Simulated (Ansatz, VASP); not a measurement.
# Two plane-wave programs on P

```
CELL_PARAMETERS angstrom
3.24819 -0.04521 0.04518
-0.47996 35.93743 0.43967
0.06373 0.05843 4.47705
ATOMIC_POSITIONS crystal
P 0.05026 0.96736 0.70179
P 0.99473 0.03903 0.47492
P 0.47541 0.02643 0.04636
P 0.47960 0.96719 0.77693
```

Change from the starting cell: all atoms moved at random (sigma 0.3 Å a component), cell strained at random (sigma 0.03).

Alike in both runs: task single point; functional PBEsol; k mesh 8 × 1 × 6; occupations gaussian, width 0.05 eV; no spin polarisation.

|  | VASP | Ansatz |
| --- | --- | --- |
| version | VASP 6.6.1 | Ansatz 0.2.0 |
| potentials or method | VASP PAW PBE potentials, release 64 (P), cutoff 520 eV | scalar-relativistic, plane waves, PAW |
| valence electrons in the cell | 20 | 20 |

|  | VASP | Ansatz | Ansatz less VASP |
| --- | --- | --- | --- |
| gap on the k mesh at the Fermi level (eV) | none | none | - |
| rms of the force components (eV/Å) | 17.929 | 17.747 | -0.1813 |

VASP's potentials were made for PBE, not for PBEsol. Atom by atom the forces differ by 0.183 eV/Å (rms over components). A gap of «none» marks a metal or a gap that the smearing closes. With one functional, cell and mesh, what is left measures potentials, basis and numerics.
